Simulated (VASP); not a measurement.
# Ta3S (Pm-3m) in VASP: notebook

Ta3S is run at these levels: PBE; tasks: single point, relaxation of cell and atoms.

All numbers are computed with VASP 6.6.1; they aren't measurements. Logs are shortened: lines on timing, memory, paths and dates and some standing lists are left out, and cuts for length are marked.

## Step 1: The cell of the first run

It takes space group Pm-3m (No. 221, cubic). The conventional cell has a = 4.111 Å, b = 4.111 Å, c = 4.111 Å, α = 90.00°, β = 90.00°, γ = 90.00°. Ta (site symmetry 4/mmm) has 8 Ta at 2.91 Å and 4 S at 2.91 Å within 3.8 Å. S (site symmetry m-3m) has 12 Ta at 2.91 Å within 3.8 Å.

## Step 2: Single point, PBE

Contents of INCAR:

```
PREC = Accurate ; ENCUT = 520
EDIFF = 1E-6 ; ISMEAR = 0
SIGMA = 0.1 ; LREAL = F
LASPH = T ; NELM = 80
ALGO = Normal ; ISIF = 2
LWAVE = F ; LCHARG = F
GGA = PE ; NBANDS = 28
```

Contents of KPOINTS:

```
Automatic mesh
0
Gamma
  4 4 4
```

Contents of POSCAR:

```
Ta3S
1.0
    4.1108364814      0.0000000000      0.0000000000
    0.0000000000      4.1108364814      0.0000000000
    0.0000000000      0.0000000000      4.1108364814
Ta S
3 1
Direct
    0.0000000000      0.5000000000      0.5000000000
    0.5000000000      0.0000000000      0.5000000000
    0.5000000000      0.5000000000      0.0000000000
    0.0000000000      0.0000000000      0.0000000000
```

Potentials or basis: VASP PAW PBE potentials, release 64 (Ta_pv, S).

Command:

```sh
cat potpaw_PBE.64/Ta_pv/POTCAR potpaw_PBE.64/S/POTCAR > POTCAR
mpirun -np 1 vasp_std > vasp.out
```

OUTCAR:

```text
PREC = Accurate
   ENCUT = 520
   EDIFF = 1E-6
   ISMEAR = 0
   LREAL = F
   LASPH = T
   NELM = 80
   ISIF = 2
   GGA = PE

 ion  position               nearest neighbor table
   1  0.000  0.500  0.500-   2 2.91   3 2.91   4 2.91   3 2.91   4 2.91   2 2.91   4 2.91   4 2.91
                             2 2.91   3 2.91   3 2.91   2 2.91
   2  0.500  0.000  0.500-   1 2.91   3 2.91   4 2.91   3 2.91   4 2.91   1 2.91   3 2.91   3 2.91
                             1 2.91   4 2.91   4 2.91   1 2.91
   3  0.500  0.500  0.000-   1 2.91   2 2.91   4 2.91   1 2.91   2 2.91   2 2.91   4 2.91   2 2.91
                             1 2.91   4 2.91   1 2.91   4 2.91
   4  0.000  0.000  0.000-   1 2.91   2 2.91   3 2.91   1 2.91   2 2.91   1 2.91   3 2.91   1 2.91
                             2 2.91   3 2.91   2 2.91   3 2.91

  LATTYP: Found a simple cubic cell.
 ALAT       =     4.1108364814

  Lattice vectors:

 A1 = (   4.1108364814,   0.0000000000,   0.0000000000)
 A2 = (   0.0000000000,   4.1108364814,   0.0000000000)
 A3 = (   0.0000000000,   0.0000000000,   4.1108364814)

Analysis of symmetry for initial positions (statically):
=====================================================================
 Subroutine PRICEL returns:
 Original cell was already a primitive cell.

 Routine SETGRP: Setting up the symmetry group for a
 simple cubic supercell.

 Subroutine GETGRP returns: Found 48 space group operations
 (whereof 48 operations were pure point group operations)
 out of a pool of 48 trial point group operations.

The static configuration has the point symmetry O_h .

Analysis of symmetry for dynamics (positions and initial velocities):
=====================================================================
 Subroutine PRICEL returns:
 Original cell was already a primitive cell.

 Routine SETGRP: Setting up the symmetry group for a
 simple cubic supercell.

 Subroutine GETGRP returns: Found 48 space group operations
 (whereof 48 operations were pure point group operations)
 out of a pool of 48 trial point group operations.

The dynamic configuration has the point symmetry O_h .

 Subroutine INISYM returns: Found 48 space group operations
 (whereof 48 operations are pure point group operations),
 and found     1 'primitive' translations

----------------------------------------------------------------------------------------

                                     Primitive cell

  volume of cell :      69.4689

  direct lattice vectors                    reciprocal lattice vectors
[... 78 lines left out ...]
   EDIFFG = 0.1E-04   stopping-criterion for IOM
   NSW    =      0    number of steps for IOM
   IBRION =     -1    ionic relax: 0-MD 1-quasi-New 2-CG
   NFREE  =      0    steps in history (QN), initial steepest desc. (CG)
   ISIF   =      2    stress and relaxation
   ISYM   =      2    0-nonsym 1-usesym 2-fastsym
   POTIM  = 0.5000    time-step for ionic-motion
   TEBEG  =    0.0;   TEEND  =   0.0 temperature during run
   PSTRESS=    0.0 pullay stress
   NELECT =      39.0000    total number of electrons
   NUPDOWN=      -1.0000    fix difference up-down
   EMIN   =  10.00;   EMAX   =-10.00  energy-range for DOS
   EFERMI =   0.00;   METHOD = LEGACY
   ISMEAR =     0;   SIGMA  =   0.10  broadening in eV -4-tet -1-fermi 0-gaus
   EFERMI_NEDOS =   21; number of points for ismear=-14 and -15
   IALGO  =     38    algorithm
   IMIX   =      4    mixing-type and parameters
     AMIX     =   0.40;   BMIX     =  1.00
     AMIX_MAG =   1.60;   BMIX_MAG =  1.00
  volume/ion in A,a.u.               =      17.37       117.20
  Fermi-wavevector in a.u.,A,eV,Ry     =   1.350515  2.552104 24.815550  1.823891
  Thomas-Fermi vector in A             =   2.478013
   LORBIT       =      0    0 simple, 1 ext, 2 COOP (PROOUT), +10 PAW based schemes
   GGA     = PE    functional components
   LHFCALC =     F    Hartree Fock is set to
   AEXX    =    0.0000 exact exchange contribution
   IVDW    =     0    specifies the selected vdW correction
   LEPSILON=     F    determine dielectric tensor
   LRPA    =     F    only Hartree local field effects (RPA)
 non-spin polarized calculation
 Gauss-broadening in eV      SIGMA  =   0.10
  energy-cutoff  :      520.00
  volume of cell :       69.47
 maximum number of plane-waves:      1888
 NGX is ok and might be reduce to    32
   NGX = 15   NGY = 15   NGZ = 15

 number of electron      39.0000004 magnetization

 Free energy of the ion-electron system (eV)
  ---------------------------------------------------
  ext. energy  EPLUGINS =         0.00000000
  ---------------------------------------------------
  free energy    TOTEN  =       -38.31045450 eV

  energy without entropy =      -38.30325893  energy(sigma->0) =      -38.30685672

 E-fermi :   7.0217     XC(G=0): -12.3026

 val. band max:        6.9851115814   @ k =   0.5000   0.0000   0.0000
 cond. band min:       7.2594252100   @ k =   0.5000   0.2500   0.0000
 fundamental gap:      0.2743136285
 Fermi energy:         7.0216869454

 k-point     1 :       0.0000    0.0000    0.0000
  band No.  band energies     occupation
      1     -27.7838      2.00000
      2     -27.7838      2.00000
      3     -27.7838      2.00000
      4     -27.3320      2.00000
      5     -27.3320      2.00000
      6     -27.3320      2.00000
[... 299 lines left out ...]
     27      12.9454      0.00000
     28      12.9454      0.00000

------------------------ aborting loop because EDIFF is reached ----------------------------------------

  FORCE on cell =-STRESS in cart. coord.  units (eV):
  Direction    XX          YY          ZZ          XY          YZ          ZX
  --------------------------------------------------------------------------------------
  -------------------------------------------------------------------------------------
  Total       -1.4875046     -1.4875046     -1.4875046     -0.0000000     -0.0000000     -0.0000000
  in kB      -34.3066492    -34.3066492    -34.3066492     -0.0000000     -0.0000000     -0.0000000
  external PRESSURE =     -34.3066492 kB  Pullay stress =       0.0000000 kB

 VOLUME and BASIS-vectors are now :
 -----------------------------------------------------------------------------
  energy-cutoff  :      520.00
  volume of cell :       69.47
      direct lattice vectors                 reciprocal lattice vectors
     4.110836481  0.000000000  0.000000000     0.243259493  0.000000000  0.000000000
     0.000000000  4.110836481  0.000000000     0.000000000  0.243259493  0.000000000
     0.000000000  0.000000000  4.110836481     0.000000000  0.000000000  0.243259493

 POSITION                                       TOTAL-FORCE (eV/Angst)
 -----------------------------------------------------------------------------------
      0.00000      2.05542      2.05542         0.000000      0.000000      0.000000
      2.05542      0.00000      2.05542         0.000000      0.000000      0.000000
      2.05542      2.05542      0.00000         0.000000      0.000000      0.000000
      0.00000      0.00000      0.00000         0.000000      0.000000      0.000000
 -----------------------------------------------------------------------------------
    total drift:                                0.000000     -0.000000     -0.000000

  FREE ENERGIE OF THE ION-ELECTRON SYSTEM (eV)
  ---------------------------------------------------
  free  energy   TOTEN  =       -38.3104545029 eV

  energy  without entropy=      -38.3032589348  energy(sigma->0) =      -38.30685672
```

OSZICAR:

```text
N       E                     dE             d eps       ncg     rms          rms(c)
DAV:   1     0.335905791537E+03    0.33591E+03   -0.20882E+04   560   0.138E+03
DAV:   2    -0.246745768290E+02   -0.36058E+03   -0.35185E+03   640   0.406E+02
DAV:   3    -0.392778591745E+02   -0.14603E+02   -0.14172E+02   676   0.730E+01
DAV:   4    -0.395949949122E+02   -0.31714E+00   -0.31447E+00   752   0.979E+00
DAV:   5    -0.395991946273E+02   -0.41997E-02   -0.41972E-02   680   0.108E+00    0.242E+01
DAV:   6    -0.385885193812E+02    0.10107E+01   -0.12593E+00   632   0.714E+00    0.128E+01
DAV:   7    -0.383120202164E+02    0.27650E+00   -0.11018E+00   676   0.669E+00    0.123E+00
DAV:   8    -0.383102973343E+02    0.17229E-02   -0.39502E-02   672   0.130E+00    0.548E-01
DAV:   9    -0.383104902155E+02   -0.19288E-03   -0.12482E-03   732   0.219E-01    0.148E-01
DAV:  10    -0.383104738676E+02    0.16348E-04   -0.93286E-05   660   0.442E-02    0.736E-02
DAV:  11    -0.383104539380E+02    0.19930E-04   -0.26500E-05   736   0.232E-02    0.148E-02
DAV:  12    -0.383104545029E+02   -0.56489E-06   -0.38652E-06   608   0.100E-02
   1 F= -.38310455E+02 E0= -.38306857E+02  d E =-.719557E-02
```

stdout:

```text
POSCAR found type information on POSCAR TaS
 POSCAR found :  2 types and       4 ions
 scaLAPACK will be used
 LDA part: xc-table for (Slater+PW92), standard interpolation
 POSCAR, INCAR and KPOINTS ok, starting setup
 FFT: planning ... GRIDC
 FFT: planning ... GRID_SOFT
 FFT: planning ... GRID
 WAVECAR not read
 entering main loop
```

It took 8.9 s on 1 thread of AMD EPYC 9R45 (Zen 5), shared host; peak memory 0.15 GiB.

What came out:

```yaml
Free_energy: -38.3105 eV
Pressure: -3.4 GPa
Band_gap_on_the_k_mesh: zero (an odd number of electrons rules out a gap without spin polarisation)
```

Caveat: the k points lie up to 0.38 Å⁻¹ apart, too coarse for converged energies and pressures of a metal; spin-orbit coupling is left out, which moves the levels of the heavy elements.

## Step 3: Single point, PBE

This run uses another cell than the first one, of 17.08 Å³/atom.

Contents of INCAR:

```
SYSTEM = Ta3S
PREC = Accurate ; ENCUT = 520
EDIFF = 1E-6 ; ISMEAR = 0
SIGMA = 0.1 ; LREAL = .FALSE.
LASPH = .TRUE. ; NELM = 60
ALGO = Normal ; ISIF = 2
LWAVE = .FALSE. ; LCHARG = .FALSE.
GGA = PE ; NBANDS = 28
```

Contents of KPOINTS:

```
regular mesh
0
G
  12 12 12
  0 0 0
```

Contents of POSCAR:

```
Ta3S
1.0
    4.0880280398      0.0000000000      0.0000000000
    0.0000000000      4.0880280398      0.0000000000
    0.0000000000      0.0000000000      4.0880280398
Ta S
3 1
Direct
    0.0000000000      0.5000000000      0.5000000000
    0.5000000000      0.0000000000      0.5000000000
    0.5000000000      0.5000000000      0.0000000000
    0.0000000000      0.0000000000      0.0000000000
```

Potentials or basis: VASP PAW PBE potentials, release 64 (Ta_pv, S).

Command:

```sh
cat potpaw_PBE.64/Ta_pv/POTCAR potpaw_PBE.64/S/POTCAR > POTCAR
mpirun -np 1 vasp_std > vasp.out
```

Run time: 56 s. Hardware: 1 thread of AMD EPYC 9R45 (Zen 5), shared host; peak memory 0.23 GiB.

Results (log left out):

* Free energy: -38.4232 eV
* Pressure: 0.2 GPa
* Band gap on the k mesh: zero (an odd number of electrons rules out a gap without spin polarisation)

Levels at points of the mesh, in eV from the Fermi level:
| k point | band 17 | band 18 | band 19 | band 20 | band 21 | band 22 | band 23 | band 24 |
| --- | --- | --- | --- | --- | --- | --- | --- | --- |
| (0.00, 0.00, 0.00) | -3.32 | -3.32 | -3.32 | -1.56 | 1.43 | 1.43 | 1.43 | 4.24 |
| (0.50, 0.00, 0.00) | -1.06 | -0.55 | -0.47 | -0.47 | -0.18 | 0.83 | 0.83 | 1.08 |
| (0.50, 0.50, 0.00) | -1.64 | -0.36 | -0.36 | 0.12 | 1.03 | 1.03 | 1.15 | 1.35 |
| (0.50, 0.50, 0.50) | -0.34 | -0.34 | -0.34 | -0.16 | 0.84 | 1.14 | 1.14 | 1.14 |

Caveat: spin-orbit coupling is left out, which moves the levels of the heavy elements.

## Step 4: Relaxation of cell and atoms, PBE

Contents of INCAR:

```
SYSTEM = Ta3S
PREC = Accurate ; ENCUT = 600
EDIFF = 1E-6 ; ISMEAR = 0
SIGMA = 0.1 ; LREAL = .FALSE.
LASPH = .TRUE. ; NELM = 100
ALGO = Normal ; ISIF = 3
LWAVE = .FALSE. ; LCHARG = .FALSE.
GGA = PE ; IBRION = 2
NSW = 100 ; EDIFFG = -0.01
```

KPOINTS is that of step 3.

Contents of POSCAR:

```
Ta3S
1.0
    4.1108364814      0.0000000000      0.0000000000
    0.0000000000      4.1108364814      0.0000000000
    0.0000000000      0.0000000000      4.1108364814
Ta S
3 1
Direct
    0.0000000000      0.5000000000      0.5000000000
    0.5000000000      0.0000000000      0.5000000000
    0.5000000000      0.5000000000      0.0000000000
    0.0000000000      0.0000000000      0.0000000000
```

Command:

```sh
cat potpaw_PBE.64/Ta_pv/POTCAR potpaw_PBE.64/S/POTCAR > POTCAR
mpirun -np 1 vasp_std > vasp.out
```

Wall time 2.8 min (1 thread of AMD EPYC 9R45 (Zen 5), shared host); peak memory 0.29 GiB.

The run converged. Its results:

| Property | Result |
| --- | --- |
| Free energy | -38.4247 eV |
| Relaxed volume | 17.10 Å³/atom |
| Relaxed cell | a = 4.090 Å, b = 4.090 Å, c = 4.090 Å, α = 90.00°, β = 90.00°, γ = 90.00° |
| Space group after relaxing (to 0.1 Å) | Pm-3m (No. 221) |
| Energy gained by relaxing | 2.1 meV/atom |
| Ionic steps | 3 |
| Pressure after relaxing | 0.0 GPa |
| Band gap on the k mesh | zero (an odd number of electrons rules out a gap without spin polarisation) |

Step by step:
```csv
step,energy change (eV),largest force (eV/Å),pressure (GPa),volume (Å³)
1,0.0000,0.0000,-2.43,69.47
2,0.0100,0.0000,3.82,66.85
3,-0.0083,0.0000,0.00,68.41
```

Final structure:
```
Ta S
1.0
     4.08975    0.00000    0.00000
     0.00000    4.08975    0.00000
     0.00000    0.00000    4.08975
Ta S
3 1
Cartesian
  0.0000 2.0449 2.0449
  2.0449 0.0000 2.0449
  2.0449 2.0449 0.0000
  0.0000 0.0000 0.0000
```

Levels at points of the mesh, in eV from the Fermi level:
```tsv
k point	band 17	band 18	band 19	band 20	band 21	band 22	band 23
(0.00, 0.00, 0.00)	-3.31	-3.31	-3.31	-1.56	1.43	1.43	1.43
(0.50, 0.00, 0.00)	-1.07	-0.55	-0.47	-0.47	-0.18	0.83	0.83
(0.50, 0.50, 0.00)	-1.64	-0.36	-0.36	0.12	1.03	1.03	1.15
(0.50, 0.50, 0.50)	-0.34	-0.34	-0.34	-0.16	0.83	1.14	1.14
```

Caveat: spin-orbit coupling is left out, which moves the levels of the heavy elements.

## Step 5: Overview

```csv
task,cell,k mesh,cutoff (eV),gap on the mesh (eV),pressure (GPa)
single point,"a = 4.111 Å, 4 atoms",4 × 4 × 4,520,none,-3.4
single point,"a = 4.088 Å, 4 atoms",12 × 12 × 12,520,none,0.2
relaxation of cell and atoms,"relaxed from a = 4.111 Å, 4 atoms",12 × 12 × 12,600,none,0.0
```

Alike in all rows: level PBE; potentials or basis VASP PAW PBE potentials, release 64 (Ta_pv, S); no spin polarisation; smearing gaussian 0.1 eV.

Caveats: some runs use coarse meshes; spin-orbit coupling is left out, which moves the levels of the heavy elements.

Absolute energies hang on the potentials; compare differences alone.

The gap in the log of VASP goes by the Fermi energy; the results here count the filled bands.